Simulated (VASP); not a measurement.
A run of VASP 6.6.1 is set up as follows.

The input INCAR:

```
PREC = Accurate
ENCUT = 520
EDIFF = 1E-6
ISMEAR = 0
SIGMA = 0.05
LREAL = F
LASPH = T
NELM = 100
ALGO = Normal
ISIF = 2
LWAVE = F
LCHARG = F
GGA = PE
NBANDS = 20
```

The input KPOINTS:

```
regular mesh
0
Gamma
  8 8 8
```

File POSCAR:

```
CdF2
1.0
    0.0000000000      2.6940000000      2.6940000000
    2.6940000000      0.0000000000      2.6940000000
    2.6940000000      2.6940000000      0.0000000000
Cd F
1 2
Direct
    0.0023199703     -0.0023199703      0.0023199703
    0.2500000000      0.2500000000      0.2500000000
    0.7500000000      0.7500000000      0.7500000000
```

Potentials or basis: VASP PAW PBE potentials, release 64 (Cd, F).

Launch:

```console
$ cat potpaw_PBE.64/Cd/POTCAR potpaw_PBE.64/F/POTCAR > POTCAR
$ mpirun -np 1 vasp_std > vasp.out
```

Task: Predict the largest force.

Result: 0.074 eV/Å.

Task: Estimate the band gap on the k mesh.

Result: 3.07 eV, indirect (least direct gap 3.57 eV).

Task: Predict the pressure.

Result: 6.2 GPa.

Forces in eV/Å, atoms in the order of the input:
```
Cd   0.000 -0.074  0.000
F    0.000  0.037  0.000
F    0.000  0.037  0.000
```

Caveat: the cell differs from its parent crystal (all Cd atoms moved +0.013 Å, as atom 1 along Cartesian [0 1 0]). A k mesh can miss the band edges.
